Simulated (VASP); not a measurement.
Write the native input for VASP 6.6.1 that does the following.

```yaml
Task: single point
Functional: revPBE
Potentials_or_basis: VASP PAW PBE potentials, release 64 (Cd)
Cutoff: 520 eV
k_mesh: 8 × 8 × 11
Occupations: fermi-dirac, width 0.1 eV
Spin: no spin polarisation
Dipole_correction: no
Further_INCAR_settings: ALGO = Normal; EDIFF = 1e-06; NBANDS = 25
```

The structure of Cd lies in POSCAR:

```
Cd
1.0
    5.2934912411      0.0000000000      0.0000000000
   -2.6467456205      4.5842978895      0.0000000000
    0.0000000000      0.0000000000      3.1925250571
Cd
3
Direct
    1.0000000000      0.0000000000      0.0000000000
    0.3333333333      0.6666666667      0.5000000000
    0.6666666667      0.3333333333      0.5000000000
```

This cell differs from its parent crystal: volume scaled by 1.04.

These files were run (other wordings do the same):

INCAR

```
PREC = Accurate ; ENCUT = 520
EDIFF = 1E-6 ; ISMEAR = -1
SIGMA = 0.1 ; LREAL = False
LASPH = True ; NELM = 100
ALGO = Normal ; ISIF = 2
LWAVE = False ; LCHARG = False
GGA = RE ; NBANDS = 25
```

KPOINTS

```
regular mesh
0
Gamma
  8 8 11
```

Potentials or basis: VASP PAW PBE potentials, release 64 (Cd).

The run is started by

```sh
$ cat potpaw_PBE.64/Cd/POTCAR > POTCAR
$ mpirun -np 1 vasp_std > vasp.out
```

It gave:

```yaml
Pressure: -0.8 GPa
Band_gap_on_the_k_mesh: zero (band 18 reaches 4.85 eV, above the bottom of band 19 at 0.67 eV)
```

Caveat: the PAW data sets were made with another functional, which shifts forces and pressure a little.

Wall time 52 s on 1 thread of Intel(R) Xeon(R) Platinum 8488C (Sapphire Rapids) (shared host), peak memory 0.23 GiB.
